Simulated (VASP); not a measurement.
Wanted: the native input for a VASP 6.6.1 run.

```yaml
Task: single point
Functional: r2SCAN
Potentials_or_basis: VASP PAW PBE potentials, release 64 (Sn_d, Se)
Cutoff: 520 eV
k_mesh: 8 × 8 × 8
Occupations: fermi-dirac, width 0.02 eV
Spin: no spin polarisation
Dipole_correction: no
Further_INCAR_settings: ALGO = Normal; EDIFF = 1e-06; NBANDS = 17
```

The system is SnSe.

```
Sn Se
1.0
     0.00000    2.98746    2.98746
     2.98746    0.00000    2.98746
     2.98746    2.98746    0.00000
Sn Se
1 1
Direct
  0.00000 0.00000 0.00000
  0.50000 0.50000 0.50000
```

These files were run (other wordings do the same):

POSCAR

```
SnSe
1.0
    0.0000000000      2.9874571200      2.9874571200
    2.9874571200      0.0000000000      2.9874571200
    2.9874571200      2.9874571200      0.0000000000
Sn Se
1 1
Direct
    0.0000000000      0.0000000000      0.0000000000
    0.5000000000      0.5000000000      0.5000000000
```

INCAR.step1

```
ALGO = Normal
EDIFF = 1E-4
ENCUT = 520
GGA = PE
ISMEAR = -1
LASPH = T
LCHARG = F
LREAL = F
LWAVE = T
NBANDS = 17
NELM = 60
PREC = Accurate
SIGMA = 0.02
```

INCAR.step2

```
ALGO = Normal
EDIFF = 1E-6
ENCUT = 520
ISIF = 2
ISMEAR = -1
ISTART = 1
LASPH = T
LCHARG = F
LMIXTAU = T
LREAL = F
LWAVE = F
METAGGA = R2SCAN
NBANDS = 17
NELM = 60
PREC = Accurate
SIGMA = 0.02
```

KPOINTS

```
k-points
0
Gamma
  8 8 8
```

Potentials or basis: VASP PAW PBE potentials, release 64 (Sn_d, Se).

The run is started by

```console
$ cat potpaw_PBE.64/Sn_d/POTCAR potpaw_PBE.64/Se/POTCAR > POTCAR
$ cp INCAR.step1 INCAR
$ mpirun -np 1 vasp_std > vasp.out
$ cp INCAR.step2 INCAR
$ mpirun -np 1 vasp_std > vasp.out
```

Results of the run:

```
Pressure               : 1.1 GPa
Band gap on the k mesh : 0.56 eV
```

Caveat: the PAW data sets were made with another functional, which shifts forces and pressure a little; spin-orbit coupling is left out, which moves the levels of the heavy elements.

Wall time 32 s on 1 thread of Intel(R) Xeon(R) 6975P-C (Granite Rapids) (shared host), peak memory 0.19 GiB.
